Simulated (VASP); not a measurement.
# C (Fmmm) in VASP: notebook, part 2 of 2

VASP 6.6.1.

## (3) Single point, PBEsol (9.48 Å³/atom)

This run uses another cell than the first one, of 9.48 Å³/atom.

INCAR

```
ALGO = Normal
EDIFF = 1E-7
ENCUT = 520
GGA = PS
ISIF = 2
ISMEAR = -1
LASPH = T
LCHARG = F
LREAL = F
LWAVE = F
NBANDS = 16
NELM = 80
PREC = Accurate
SIGMA = 0.15
```

KPOINTS

```
k-points
0
Gamma
  18 18 6
```

POSCAR

```
C
1.0
    1.2293942710     -2.1288374881      0.0000000000
    1.2293942710      2.1288374881      0.0000000000
    0.0000000000      0.0000000000      7.2415748102
C
4
Direct
    0.0833245960      0.9166754040      0.7500000000
    0.5833245960      0.4166754040      0.2500000000
    0.9166754040      0.0833245960      0.2500000000
    0.4166754040      0.5833245960      0.7500000000
```

Potentials or basis: VASP PAW PBE potentials, release 64 (C).

Run with:

```console
$ cat potpaw_PBE.64/C/POTCAR > POTCAR
$ mpirun -np 1 vasp_std > vasp.out
```

OUTCAR:

```text
EDIFF = 1E-7
   ENCUT = 520
   GGA = PS
   ISIF = 2
   ISMEAR = -1
   LASPH = T
   LREAL = F
   NELM = 80
   PREC = Accurate

 ion  position               nearest neighbor table
   1  0.083  0.917  0.750-   4 1.42   4 1.42   4 1.42
   2  0.583  0.417  0.250-   3 1.42   3 1.42   3 1.42
   3  0.917  0.083  0.250-   2 1.42   2 1.42   2 1.42
   4  0.417  0.583  0.750-   1 1.42   1 1.42   1 1.42

  LATTYP: Found a base centered orthorhombic cell.
 ALAT       =     2.4587885420
 B/A-ratio  =     1.7316149410
 C/A-ratio  =     2.9451799886

  Lattice vectors:

 A1 = (   1.2293942710,  -2.1288374881,   0.0000000000)
 A2 = (   1.2293942710,   2.1288374881,   0.0000000000)
 A3 = (   0.0000000000,   0.0000000000,   7.2415748102)

Analysis of symmetry for initial positions (statically):
=====================================================================
 Subroutine PRICEL returns following result:

  LATTYP: Found a face centered orthorhombic cell.
 ALAT       =     2.4587885420
 B/A-ratio  =     1.7316149410
 C/A-ratio  =     2.9451799886

  Lattice vectors:

 A1 = (   0.0000000000,  -2.1288374881,  -3.6207874051)
 A2 = (   1.2293942710,   0.0000000000,  -3.6207874051)
 A3 = (   1.2293942710,  -2.1288374881,   0.0000000000)

   2 primitive cells build up your supercell.

 Routine SETGRP: Setting up the symmetry group for a
 base centered orthorhombic supercell.

 Subroutine GETGRP returns: Found  8 space group operations
 (whereof  4 operations were pure point group operations)
 out of a pool of  8 trial point group operations.

The static configuration has the point symmetry C_2h.
 The point group associated with its full space group is D_2h.

Analysis of symmetry for dynamics (positions and initial velocities):
=====================================================================
 Subroutine PRICEL returns following result:

  LATTYP: Found a face centered orthorhombic cell.
 ALAT       =     2.4587885420
 B/A-ratio  =     1.7316149410
 C/A-ratio  =     2.9451799886

  Lattice vectors:

 A1 = (   0.0000000000,  -2.1288374881,  -3.6207874051)
 A2 = (   1.2293942710,   0.0000000000,  -3.6207874051)
 A3 = (   1.2293942710,  -2.1288374881,   0.0000000000)

   2 primitive cells build up your supercell.

 Routine SETGRP: Setting up the symmetry group for a
 base centered orthorhombic supercell.

 Subroutine GETGRP returns: Found  8 space group operations
 (whereof  4 operations were pure point group operations)
 out of a pool of  8 trial point group operations.

The dynamic configuration has the point symmetry C_2h.
 The point group associated with its full space group is D_2h.

 Subroutine INISYM returns: Found  8 space group operations
 (whereof  4 operations are pure point group operations),
 and found     2 'primitive' translations

----------------------------------------------------------------------------------------

                                     Primitive cell

  volume of cell :      18.9525

  direct lattice vectors                    reciprocal lattice vectors
[... 38 lines left out ...]
 ===========================================

 Found    364 irreducible k-points:

 Following reciprocal coordinates:
            Coordinates               Weight
  0.000000  0.000000  0.000000      1.000000
  0.055556  0.000000  0.000000      4.000000
  0.111111  0.000000  0.000000      4.000000
  0.166667  0.000000  0.000000      4.000000
  0.222222  0.000000  0.000000      4.000000
  0.277778  0.000000  0.000000      4.000000
[... 16 lines left out ...]
 -0.277778  0.055556  0.000000      4.000000
 -0.222222  0.055556  0.000000      4.000000
 [... further k-points ...]
   k-points           NKPTS =    364   k-points in BZ     NKDIM =    364   number of bands    NBANDS=     16
   number of dos      NEDOS =    301   number of ions     NIONS =      4
   total plane-waves  NPLWV =  17496
   dimension x,y,z NGX =    18 NGY =   18 NGZ =   54
   dimension x,y,z NGXF=    36 NGYF=   36 NGZF=  108
   ions per type =               4
   NGX,Y,Z   is equivalent  to a cutoff of  12.17, 12.17, 12.40 a.u.
   NGXF,Y,Z  is equivalent  to a cutoff of  24.35, 24.35, 24.79 a.u.
 SYSTEM =  unknown system
   PREC   = accura    normal or accurate (medium, high low for compatibility)
   ISTART =      0    job   : 0-new  1-cont  2-samecut
   ICHARG =      2    charge: 1-file 2-atom 10-const
   ISPIN  =      1    spin polarized calculation?
   LNONCOLLINEAR =      F non collinear calculations
   LSORBIT =      F    spin-orbit coupling
   LASPH  =      T    aspherical Exc in radial PAW
   ENCUT  =  520.0 eV  38.22 Ry    6.18 a.u.   4.57  4.57 13.46*2*pi/ulx,y,z
   NELM   =     80;   NELMIN=  2; NELMDL= -5     # of ELM steps
   EDIFF  = 0.1E-06   stopping-criterion for ELM
   LREAL  =      F    real-space projection
   EDIFFG = 0.1E-05   stopping-criterion for IOM
   NSW    =      0    number of steps for IOM
   IBRION =     -1    ionic relax: 0-MD 1-quasi-New 2-CG
   NFREE  =      0    steps in history (QN), initial steepest desc. (CG)
   ISIF   =      2    stress and relaxation
   ISYM   =      2    0-nonsym 1-usesym 2-fastsym
   POTIM  = 0.5000    time-step for ionic-motion
   TEBEG  =    0.0;   TEEND  =   0.0 temperature during run
   PSTRESS=    0.0 pullay stress
   NELECT =      16.0000    total number of electrons
   NUPDOWN=      -1.0000    fix difference up-down
   EMIN   =  10.00;   EMAX   =-10.00  energy-range for DOS
   EFERMI =   0.00;   METHOD = LEGACY
   ISMEAR =    -1;   SIGMA  =   0.15  broadening in eV -4-tet -1-fermi 0-gaus
   EFERMI_NEDOS =   21; number of points for ismear=-14 and -15
   IALGO  =     38    algorithm
   IMIX   =      4    mixing-type and parameters
     AMIX     =   0.40;   BMIX     =  1.00
     AMIX_MAG =   1.60;   BMIX_MAG =  1.00
  volume/ion in A,a.u.               =       9.48        63.95
  Fermi-wavevector in a.u.,A,eV,Ry     =   1.228050  2.320677 20.519027  1.508106
  Thomas-Fermi vector in A             =   2.362990
   LORBIT       =      0    0 simple, 1 ext, 2 COOP (PROOUT), +10 PAW based schemes
   GGA     = PS    functional components
   LHFCALC =     F    Hartree Fock is set to
   AEXX    =    0.0000 exact exchange contribution
   IVDW    =     0    specifies the selected vdW correction
   LEPSILON=     F    determine dielectric tensor
   LRPA    =     F    only Hartree local field effects (RPA)
 non-spin polarized calculation
  energy-cutoff  :      520.00
  volume of cell :       37.91
 maximum number of plane-waves:      1046
   NGX =  9   NGY =  9   NGZ = 27

 number of electron      15.9999994 magnetization

 Free energy of the ion-electron system (eV)
  ---------------------------------------------------
  ext. energy  EPLUGINS =         0.00000000
  ---------------------------------------------------
  free energy    TOTEN  =       -38.57973226 eV

  energy without entropy =      -38.57449316  energy(sigma->0) =      -38.57711271

 E-fermi :   4.0097     XC(G=0): -10.0218

 val. band max:        4.0070159600   @ k =   0.3333   0.3333   0.5000
 cond. band min:       4.0761188546   @ k =   0.3333   0.3333   0.3333
 fundamental gap:      0.0691028946
 Fermi energy:         4.0096860696

 k-point     1 :       0.0000    0.0000    0.0000
  band No.  band energies     occupation
      1     -15.6167      2.00000
      2     -15.4503      2.00000
      3      -4.3338      2.00000
      4      -2.9920      2.00000
      5       1.0121      2.00000
      6       1.0203      2.00000
[... 433 lines left out ...]
      3      -3.1772      2.00000
      4      -2.0101      2.00000
      5      -1.9776      2.00000
      6      -1.8939      2.00000
[... 8 lines left out ...]
     15      15.4228      0.00000
     16      15.4977      0.00000

 [... further k-points ...]

------------------------ aborting loop because EDIFF is reached ----------------------------------------

  FORCE on cell =-STRESS in cart. coord.  units (eV):
  Direction    XX          YY          ZZ          XY          YZ          ZX
  --------------------------------------------------------------------------------------
  -------------------------------------------------------------------------------------
  Total        0.2716251      0.2722639      0.0250758      0.0000000      0.0000000      0.0000000
  in kB       11.4811092     11.5081070      1.0599109      0.0000000      0.0000000      0.0000000
  external PRESSURE =       8.0163757 kB  Pullay stress =       0.0000000 kB

 VOLUME and BASIS-vectors are now :
 -----------------------------------------------------------------------------
  energy-cutoff  :      520.00
  volume of cell :       37.91
      direct lattice vectors                 reciprocal lattice vectors
     1.229394271 -2.128837488  0.000000000     0.406704352 -0.234869971  0.000000000
     1.229394271  2.128837488  0.000000000     0.406704352  0.234869971  0.000000000
     0.000000000  0.000000000  7.241574810     0.000000000  0.000000000  0.138091510

 POSITION                                       TOTAL-FORCE (eV/Angst)
 -----------------------------------------------------------------------------------
      1.22939      1.77407      5.43118         0.000000      0.000135     -0.000000
      1.22939     -0.35477      1.81039         0.000000      0.000135     -0.000000
      1.22939     -1.77407      1.81039         0.000000     -0.000135     -0.000000
      1.22939      0.35477      5.43118         0.000000     -0.000135      0.000000
 -----------------------------------------------------------------------------------
    total drift:                                0.000000     -0.000000     -0.000000

  FREE ENERGIE OF THE ION-ELECTRON SYSTEM (eV)
  ---------------------------------------------------
  free  energy   TOTEN  =       -38.5797322587 eV

  energy  without entropy=      -38.5744931637  energy(sigma->0) =      -38.57711271
```

It took 88 s on 1 thread of Intel Xeon 6975P-C (Granite Rapids), shared host; peak memory 0.26 GiB.

Results:

```yaml
Free_energy: -38.5797 eV
Pressure: 0.8 GPa
Band_gap_on_the_k_mesh: zero (filled and empty bands touch)
```

Caveat: this functional lacks dispersion, which binds layers or chains, so the pressure and a relaxed spacing across them are unreliable; the PAW data sets were made with another functional, which shifts forces and pressure a little.

## (4) Single point, PBEsol

This run uses another cell than the first one, of 9.67 Å³/atom.

INCAR

```
SYSTEM = C
PREC = Accurate ; ENCUT = 520
EDIFF = 1E-6 ; ISMEAR = -1
SIGMA = 0.15 ; LREAL = .FALSE.
LASPH = .TRUE. ; NELM = 80
ALGO = Normal ; ISIF = 2
LWAVE = .FALSE. ; LCHARG = .TRUE.
GGA = PS ; LELF = .TRUE.
LVHAR = .TRUE. ; NBANDS = 16
```

KPOINTS

```
Automatic mesh
0
G
  18 18 6
  0 0 0
```

POSCAR

```
C
1.0
    1.2295695268     -2.1292548142      0.0000000000
    1.2295695268      2.1292548142      0.0000000000
    0.0000000000      0.0000000000      7.3868607327
C
4
Direct
    0.0833256574      0.9166743426      0.7500000000
    0.5833256574      0.4166743426      0.2500000000
    0.9166743426      0.0833256574      0.2500000000
    0.4166743426      0.5833256574      0.7500000000
```

Run with:

```console
$ cat potpaw_PBE.64/C/POTCAR > POTCAR
$ mpirun -np 1 vasp_std > vasp.out
```

Wall time 88 s (1 thread of Intel Xeon 6975P-C (Granite Rapids), shared host); peak memory 0.26 GiB.

Results (log left out):

```yaml
Free_energy: -38.5803 eV
Pressure: 0.6 GPa
Band_gap_on_the_k_mesh: zero (filled and empty bands touch)
```

Stress tensor (GPa, compression positive):
```
 0.95  0.00  0.00
 0.00  0.95  0.00
 0.00  0.00 -0.06
```

Levels at points of the mesh, in eV from the Fermi level:
| k point | band 4 | band 5 | band 6 | band 7 | band 8 | band 9 | band 10 | band 11 | band 12 | band 13 |
| --- | --- | --- | --- | --- | --- | --- | --- | --- | --- | --- |
| (0.00, 0.00, 0.00) | -7.08 | -3.00 | -2.99 | -2.99 | -2.99 | 3.42 | 8.33 | 8.33 | 8.35 | 8.36 |
| (0.50, 0.00, 0.00) | -13.28 | -6.41 | -6.41 | -2.41 | -2.41 | 1.72 | 1.72 | 7.44 | 7.44 | 10.80 |
| (0.50, 0.50, 0.00) | -13.24 | -6.43 | -6.41 | -2.77 | -1.95 | 1.17 | 2.17 | 7.34 | 7.53 | 10.70 |
| (0.00, 0.00, 0.50) | -7.72 | -2.99 | -2.99 | -2.99 | -2.99 | 5.41 | 5.41 | 8.35 | 8.35 | 8.35 |
| (0.50, 0.00, 0.50) | -13.28 | -6.41 | -6.41 | -2.38 | -2.38 | 1.63 | 1.63 | 7.44 | 7.44 | 11.87 |
| (0.50, 0.50, 0.50) | -13.28 | -6.42 | -6.42 | -2.38 | -2.38 | 1.63 | 1.63 | 7.43 | 7.43 | 11.97 |

Caveat: this functional lacks dispersion, which binds layers or chains, so the pressure and a relaxed spacing across them are unreliable; the PAW data sets were made with another functional, which shifts forces and pressure a little.

## (5) The runs side by side

```tsv
cell	gap on the mesh (eV)	pressure (GPa)
a = 2.446, b = 2.446, c = 6.198 Å, angles 90.0, 90.0, 119.9°, 4 atoms	none	6.7
a = 2.458, b = 2.458, c = 7.242 Å, angles 90.0, 90.0, 120.0°, 4 atoms	none	0.8
a = 2.459, b = 2.459, c = 7.387 Å, angles 90.0, 90.0, 120.0°, 4 atoms	none	0.6
```

Alike in all rows: task single point; level PBEsol; potentials or basis VASP PAW PBE potentials, release 64 (C); no spin polarisation; k mesh 18 × 18 × 6; cutoff (eV) 520; smearing fermi-dirac 0.15 eV.

Caveats: this functional lacks dispersion, which binds layers or chains, so the pressure and a relaxed spacing across them are unreliable; the PAW data sets were made with another functional, which shifts forces and pressure a little; the cell stands under pressure (at least some runs).

Absolute energies hang on the potentials; compare differences alone.

The gap in the log of VASP goes by the Fermi energy; the results here count the filled bands.